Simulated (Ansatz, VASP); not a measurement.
**Gd in VASP and in Ansatz**

```
Gd
1.0
     0.00000    2.51494    2.51494
     2.51494    0.00000    2.51494
     2.51494    2.51494    0.00000
Gd
1
Direct
  0.00000 0.00000 0.00000
```

Alike in both runs: task single point; functional PBEsol; k mesh 10 × 10 × 10; occupations fermi-dirac, width 0.1 eV; collinear spin.

|  | VASP | Ansatz |
| --- | --- | --- |
| version | VASP 6.6.1 | Ansatz 0.2.0 |
| potentials or method | VASP PAW PBE potentials, release 64 (Gd), cutoff 520 eV | plane waves, PAW |
| valence electrons in the cell | 18 | 18 |

Ansatz gave:

| Property | Result |
| --- | --- |
| pressure (GPa) | -1.1 |
| net moment per atom (μB) | 7.35 |
| size of the moment on the site where the two differ most (μB) | 7.17 |

Question: What did VASP give for the same quantities?

Answer: Pressure (GPa): -1.0; net moment per atom (μB): 7.35; size of the moment on the site where the two differ most (μB): 6.89.

VASP's potentials were made for PBE, not for PBEsol. Site moments also hang on the region over which each program counts them.

Neither program's run includes spin-orbit coupling.
